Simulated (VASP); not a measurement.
Crystal: CuAu.

```xyz
2
Lattice="1.4136 0.8161 4.1693 -1.4136 0.8161 4.1693 0.0000 -1.6323 4.1693" Properties=species:S:1:pos:R:3 pbc="T T T"
Au    0.0000    0.0000    0.0000
Cu    0.0000    0.0000    6.2539
```

Program: VASP 6.6.1. Alike in all runs: task single point; no spin polarisation; cell as given; k mesh 11 × 11 × 11; cutoff (eV) 520; smearing fermi-dirac 0.05 eV.

Q: Order these runs on this cell by their pressure, lowest first.
A. level LDA; potentials or basis VASP PAW LDA potentials, release 64 (Au, Cu)
B. level PBEsol; potentials or basis VASP PAW PBE potentials, release 64 (Au, Cu)
C. level PBE; potentials or basis VASP PAW PBE potentials, release 64 (Au, Cu)
D. level r2SCAN; potentials or basis VASP PAW PBE potentials, release 64 (Au, Cu)

A: A (-3.9 GPa), B (0.9 GPa), D (4.9 GPa), C (9.5 GPa).

Caveats: the PAW data sets were made with another functional, which shifts forces and pressure a little (some runs).
